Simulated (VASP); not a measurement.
## MgS (Niningerite): single point with PBEsol

Crystal: MgS (Niningerite).

```
S Mg
1.0
     0.00000    2.60165    2.60165
     2.60165    0.00000    2.60165
     2.60165    2.60165    0.00000
S Mg
1 1
Direct
  0.50000 0.50000 0.50000
  0.00000 0.00000 0.00000
```

```
Program             : VASP 6.6.1
Task                : single point
Functional          : PBEsol
Potentials or basis : VASP PAW PBE potentials, release 64 (S, Mg)
Cutoff              : 520 eV
k mesh              : 9 × 9 × 9
Occupations         : gaussian, width 0.01 eV
Spin                : no spin polarisation
```

| Property | Result |
| --- | --- |
| Pressure | -1.1 GPa |
| Band gap on the k mesh | 2.83 eV, indirect (least direct gap 3.59 eV) |

Levels at points of the mesh, in eV from the valence-band top:
```csv
k point,band 1,band 2,band 3,band 4,band 5,band 6,band 7,band 8,band 9
"(0.00, 0.00, 0.00)",-12.68,0.00,0.00,0.00,3.59,7.85,7.85,7.85,10.31
```

Wall time 11 s on 1 thread of Intel Xeon 6975P-C (shared host), peak memory 0.16 GiB.

Caveat: the PAW data sets were made with another functional, which shifts forces and pressure a little. Expect the measured gap to be larger: semilocal functionals such as PBEsol lack the derivative discontinuity.
